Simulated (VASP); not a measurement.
# CdSi3 (P4/mmm) in VASP: further runs, part 2 of 2

VASP 6.6.1. Earlier steps stand in the parts before.

### Step 3. Single point, PBE

This run uses another cell than the first one, of 17.60 Å³/atom.

INCAR reads:

```
PREC     = Accurate       # precision mode
ENCUT    = 520            # plane-wave cutoff, eV
EDIFF    = 1E-6           # SCF threshold, eV
ISMEAR   = 0              # smearing method
SIGMA    = 0.1            # smearing width, eV
LREAL    = False          # projectors in reciprocal space
LASPH    = True           # aspherical terms in the spheres
NELM     = 100            # most SCF steps
ALGO     = Normal         # electronic algorithm
ISIF     = 2              # what is computed and relaxed
LWAVE    = False          # write WAVECAR
LCHARG   = False          # write CHGCAR
GGA      = PE             # functional
NBANDS   = 20             # bands
```

KPOINTS reads:

```
Automatic mesh
0
Gamma
  12 12 12
```

POSCAR reads:

```
CdSi3
1.0
    4.1725581933      0.0000000000      0.0000000000
    0.0000000000      4.1725581933      0.0000000000
    0.0000000000      0.0000000000      4.0429616957
Cd Si
1 3
Direct
    0.0000000000      0.0000000000      0.0000000000
    0.0000000000      0.5000000000      0.5000000000
    0.5000000000      0.0000000000      0.5000000000
    0.5000000000      0.5000000000      0.0000000000
```

Potentials or basis: VASP PAW PBE potentials, release 64 (Cd, Si).

The run is started by

```sh
$ cat potpaw_PBE.64/Cd/POTCAR potpaw_PBE.64/Si/POTCAR > POTCAR
$ mpirun -np 1 vasp_std > vasp.out
```

OUTCAR:

```text
PREC = Accurate
   ENCUT = 520
   EDIFF = 1E-6
   ISMEAR = 0
   LREAL = False
   LASPH = True
   NELM = 100
   ISIF = 2
   GGA = PE

 ion  position               nearest neighbor table
   1  0.000  0.000  0.000-   2 2.90   3 2.90   2 2.90   3 2.90   2 2.90   2 2.90   3 2.90   3 2.90
                             4 2.95   4 2.95   4 2.95   4 2.95
   2  0.000  0.500  0.500-   1 2.90   4 2.90   1 2.90   4 2.90   1 2.90   1 2.90   4 2.90   4 2.90
                             3 2.95   3 2.95   3 2.95   3 2.95
   3  0.500  0.000  0.500-   1 2.90   4 2.90   1 2.90   4 2.90   4 2.90   4 2.90   1 2.90   1 2.90
                             2 2.95   2 2.95   2 2.95   2 2.95
   4  0.500  0.500  0.000-   2 2.90   3 2.90   2 2.90   3 2.90   3 2.90   3 2.90   2 2.90   2 2.90
                             1 2.95   1 2.95   1 2.95   1 2.95

  LATTYP: Found a simple tetragonal cell.
 ALAT       =     4.1725581933
 C/A-ratio  =     0.9689407573

  Lattice vectors:

 A1 = (   4.1725581933,   0.0000000000,   0.0000000000)
 A2 = (   0.0000000000,   4.1725581933,   0.0000000000)
 A3 = (   0.0000000000,   0.0000000000,   4.0429616957)

Analysis of symmetry for initial positions (statically):
=====================================================================
 Subroutine PRICEL returns:
 Original cell was already a primitive cell.

 Routine SETGRP: Setting up the symmetry group for a
 simple tetragonal supercell.

 Subroutine GETGRP returns: Found 16 space group operations
 (whereof 16 operations were pure point group operations)
 out of a pool of 16 trial point group operations.

The static configuration has the point symmetry D_4h.

Analysis of symmetry for dynamics (positions and initial velocities):
=====================================================================
 Subroutine PRICEL returns:
 Original cell was already a primitive cell.

 Routine SETGRP: Setting up the symmetry group for a
 simple tetragonal supercell.

 Subroutine GETGRP returns: Found 16 space group operations
 (whereof 16 operations were pure point group operations)
 out of a pool of 16 trial point group operations.
[... 127 lines left out ...]
  Fermi-wavevector in a.u.,A,eV,Ry     =   1.143696  2.161271 17.796958  1.308040
  Thomas-Fermi vector in A             =   2.280390
   LORBIT       =      0    0 simple, 1 ext, 2 COOP (PROOUT), +10 PAW based schemes
   GGA     = PE    functional components
   LHFCALC =     F    Hartree Fock is set to
   AEXX    =    0.0000 exact exchange contribution
   IVDW    =     0    specifies the selected vdW correction
   LEPSILON=     F    determine dielectric tensor
   LRPA    =     F    only Hartree local field effects (RPA)
 non-spin polarized calculation
 Gauss-broadening in eV      SIGMA  =   0.10
  energy-cutoff  :      520.00
  volume of cell :       70.39
 maximum number of plane-waves:      1924
 NGX is ok and might be reduce to    32
   NGX = 15   NGY = 15   NGZ = 15

 number of electron      23.9999999 magnetization

 Free energy of the ion-electron system (eV)
  ---------------------------------------------------
  ext. energy  EPLUGINS =         0.00000000
  ---------------------------------------------------
  free energy    TOTEN  =       -14.54092644 eV

  energy without entropy =      -14.53129765  energy(sigma->0) =      -14.53611205

 E-fermi :   6.9938     XC(G=0): -10.8465

 val. band max:        6.9880964238   @ k =   0.1667   0.0000   0.1667
 cond. band min:       6.9972112718   @ k =   0.0000   0.0000   0.3333
 fundamental gap:      0.0091148479
 Fermi energy:         6.9937802007

 k-point     1 :       0.0000    0.0000    0.0000
  band No.  band energies     occupation
      1      -5.4377      2.00000
      2      -2.4026      2.00000
      3      -2.3639      2.00000
      4      -2.0359      2.00000
      5      -2.0359      2.00000
      6      -2.0289      2.00000
[... 541 lines left out ...]
     19      11.9934      0.00000
     20      13.1251      0.00000

 [... further k-points ...]

------------------------ aborting loop because EDIFF is reached ----------------------------------------

  FORCE on cell =-STRESS in cart. coord.  units (eV):
  Direction    XX          YY          ZZ          XY          YZ          ZX
  --------------------------------------------------------------------------------------
  -------------------------------------------------------------------------------------
  Total        0.1089743      0.1089743      0.0980275      0.0000000      0.0000000      0.0000000
  in kB        2.4804484      2.4804484      2.2312808      0.0000000      0.0000000      0.0000000
  external PRESSURE =       2.3973925 kB  Pullay stress =       0.0000000 kB

 VOLUME and BASIS-vectors are now :
 -----------------------------------------------------------------------------
  energy-cutoff  :      520.00
  volume of cell :       70.39
      direct lattice vectors                 reciprocal lattice vectors
     4.172558193  0.000000000  0.000000000     0.239661127  0.000000000  0.000000000
     0.000000000  4.172558193  0.000000000     0.000000000  0.239661127  0.000000000
     0.000000000  0.000000000  4.042961696     0.000000000  0.000000000  0.247343427

 POSITION                                       TOTAL-FORCE (eV/Angst)
 -----------------------------------------------------------------------------------
      0.00000      0.00000      0.00000         0.000000      0.000000      0.000000
      0.00000      2.08628      2.02148         0.000000      0.000000      0.000000
      2.08628      0.00000      2.02148         0.000000      0.000000      0.000000
      2.08628      2.08628      0.00000         0.000000      0.000000      0.000000
 -----------------------------------------------------------------------------------
    total drift:                                0.000000      0.000000     -0.000000

  FREE ENERGIE OF THE ION-ELECTRON SYSTEM (eV)
  ---------------------------------------------------
  free  energy   TOTEN  =       -14.5409264368 eV

  energy  without entropy=      -14.5312976543  energy(sigma->0) =      -14.53611205
```

OSZICAR:

```text
N       E                     dE             d eps       ncg     rms          rms(c)
DAV:   1     0.104525242375E+03    0.10453E+03   -0.11128E+04  7904   0.108E+03
DAV:   2    -0.105124844089E+02   -0.11504E+03   -0.11052E+03  8624   0.233E+02
DAV:   3    -0.149029826538E+02   -0.43905E+01   -0.43462E+01  9648   0.441E+01
DAV:   4    -0.149308432817E+02   -0.27861E-01   -0.27820E-01  9052   0.340E+00
DAV:   5    -0.149310483697E+02   -0.20509E-03   -0.20508E-03  9360   0.318E-01    0.679E+00
DAV:   6    -0.145666414127E+02    0.36441E+00   -0.89709E-01  8848   0.145E+01    0.612E+00
DAV:   7    -0.145479256003E+02    0.18716E-01   -0.19819E-01  9144   0.297E+00    0.318E+00
DAV:   8    -0.145417812562E+02    0.61443E-02   -0.25746E-02  8780   0.195E+00    0.249E-01
DAV:   9    -0.145409635145E+02    0.81774E-03   -0.43777E-03  9020   0.103E+00    0.809E-02
DAV:  10    -0.145409251814E+02    0.38333E-04   -0.52768E-04  8740   0.263E-01    0.257E-02
DAV:  11    -0.145409313072E+02   -0.61258E-05   -0.59578E-05  9148   0.764E-02    0.183E-02
DAV:  12    -0.145409288004E+02    0.25068E-05   -0.95948E-06  8780   0.200E-02    0.137E-02
DAV:  13    -0.145409263867E+02    0.24138E-05   -0.70709E-06  8904   0.390E-02    0.572E-03
DAV:  14    -0.145409264368E+02   -0.50085E-07   -0.80580E-07  4916   0.629E-03
   1 F= -.14540926E+02 E0= -.14536112E+02  d E =-.962878E-02
```

It took 83 s on 1 thread of Intel Xeon 6975P-C (Granite Rapids), shared host; peak memory 0.36 GiB.

Results:

```yaml
Free_energy: -14.5409 eV
Pressure: 0.2 GPa
Band_gap_on_the_k_mesh: zero (bands 12 and 13 overlap by 4.10 eV)
```

Levels at points of the mesh, in eV from the Fermi level:
| k point | band 9 | band 10 | band 11 | band 12 | band 13 | band 14 | band 15 | band 16 |
| --- | --- | --- | --- | --- | --- | --- | --- | --- |
| (0.00, 0.00, 0.00) | -4.09 | -3.79 | -3.76 | -1.24 | 2.34 | 2.34 | 2.44 | 4.66 |
| (0.50, 0.00, 0.00) | -2.07 | -1.72 | -1.57 | -1.21 | -0.58 | -0.12 | 0.42 | 4.81 |
| (0.50, 0.50, 0.00) | -6.40 | -0.44 | 0.07 | 0.54 | 0.54 | 0.70 | 0.70 | 2.78 |
| (0.00, 0.00, 0.50) | -1.89 | -1.89 | -1.47 | -1.47 | -0.69 | -0.31 | 0.08 | 4.59 |
| (0.50, 0.00, 0.50) | -6.29 | -0.66 | -0.39 | 0.24 | 0.25 | 0.28 | 0.41 | 2.44 |
| (0.50, 0.50, 0.50) | -5.87 | -5.18 | -5.18 | -5.12 | -3.19 | 6.36 | 6.52 | 6.80 |

### Step 4. Relaxation of cell and atoms, PBE

This run uses another cell than the first one, of 17.26 Å³/atom.

INCAR reads:

```
PREC = Accurate ; ENCUT = 600
EDIFF = 1E-7 ; ISMEAR = 0
SIGMA = 0.1 ; LREAL = F
LASPH = T ; NELM = 80
ALGO = Normal ; ISIF = 3
LWAVE = F ; LCHARG = F
GGA = PE ; IBRION = 2
NSW = 100 ; EDIFFG = -0.01
```

KPOINTS is that of step 3.

POSCAR reads:

```
CdSi3
1.0
    4.1429158890      0.0000000000      0.0000000000
    0.0000000000      4.1429158890      0.0000000000
    0.0000000000      0.0000000000      4.0223810153
Cd Si
1 3
Direct
    0.0000000000      0.0000000000      0.0000000000
    0.0000000000      0.5000000000      0.5000000000
    0.5000000000      0.0000000000      0.5000000000
    0.5000000000      0.5000000000      0.0000000000
```

The run is started by

```sh
$ cat potpaw_PBE.64/Cd/POTCAR potpaw_PBE.64/Si/POTCAR > POTCAR
$ mpirun -np 1 vasp_std > vasp.out
```

Wall time 3.8 min (1 thread of Intel Xeon 6975P-C (Granite Rapids), shared host); peak memory 0.39 GiB.

The run converged. Its results:

```
Free energy                           : -14.5407 eV
Relaxed volume                        : 17.65 Å³/atom
Relaxed cell                          : a = 4.175 Å, b = 4.175 Å, c = 4.051 Å, α = 90.00°, β = 90.00°, γ = 90.00°
Space group after relaxing (to 0.1 Å) : P4/mmm (No. 123)
Energy gained by relaxing             : 2.0 meV/atom
Ionic steps                           : 3
Pressure after relaxing               : 0.0 GPa
Band gap on the k mesh                : zero (bands 12 and 13 overlap by 4.09 eV)
```

Stress tensor (GPa, compression positive):
```
 0.04  0.00  0.00
 0.00  0.04  0.00
 0.00  0.00 -0.05
```

The path:
```csv
step,energy change (eV),largest force (eV/Å),pressure (GPa),volume (Å³)
1,0.0000,0.0000,1.68,69.04
2,-0.0078,0.0000,-0.26,70.86
3,-0.0080,0.0000,0.01,70.60
```

Final structure:
```
Cd Si
1.0
     4.17462    0.00000    0.00000
     0.00000    4.17462    0.00000
     0.00000    0.00000    4.05106
Cd Si
1 3
Cartesian
  0.0000 0.0000 0.0000
  0.0000 2.0873 2.0255
  2.0873 0.0000 2.0255
  2.0873 2.0873 0.0000
```

Levels at points of the mesh, in eV from the Fermi level:
```
           k point  band 8  band 9  band 10  band 11  band 12  band 13  band 14  band 15  band 16
(0.00, 0.00, 0.00)   -4.12   -4.09    -3.80    -3.76    -1.24     2.34     2.34     2.43     4.65
(0.50, 0.00, 0.00)   -3.68   -2.06    -1.73    -1.56    -1.21    -0.59    -0.12     0.41     4.80
(0.50, 0.50, 0.00)   -7.42   -6.38    -0.44     0.05     0.54     0.54     0.68     0.68     2.77
(0.00, 0.00, 0.50)   -3.84   -1.88    -1.88    -1.47    -1.47    -0.70    -0.29     0.09     4.59
(0.50, 0.00, 0.50)   -7.29   -6.28    -0.66    -0.39     0.24     0.25     0.28     0.41     2.44
(0.50, 0.50, 0.50)   -6.11   -5.86    -5.16    -5.16    -5.10    -3.18     6.36     6.51     6.77
```

### Step 5. Overview

| task | cell | k mesh | cutoff (eV) | gap on the mesh (eV) | pressure (GPa) | relaxed volume (Å³/atom) |
| --- | --- | --- | --- | --- | --- | --- |
| relaxation of cell and atoms | relaxed from a = 4.045, b = 4.045, c = 4.004 Å, 4 atoms | 4 × 4 × 4 | 600 | none | -0.2 | 17.32 |
| single point | a = 4.173, b = 4.173, c = 4.043 Å, 4 atoms | 12 × 12 × 12 | 520 | none | 0.2 | - |
| relaxation of cell and atoms | relaxed from a = 4.143, b = 4.143, c = 4.022 Å, 4 atoms | 12 × 12 × 12 | 600 | none | 0.0 | 17.65 |

Alike in all rows: level PBE; potentials or basis VASP PAW PBE potentials, release 64 (Cd, Si); no spin polarisation; smearing gaussian 0.1 eV.

Caveats: some runs use coarse meshes.

Total energies depend on the potentials used, so only differences within one code and one set of settings carry meaning.

The gap in the log of VASP goes by the Fermi energy; the results here count the filled bands.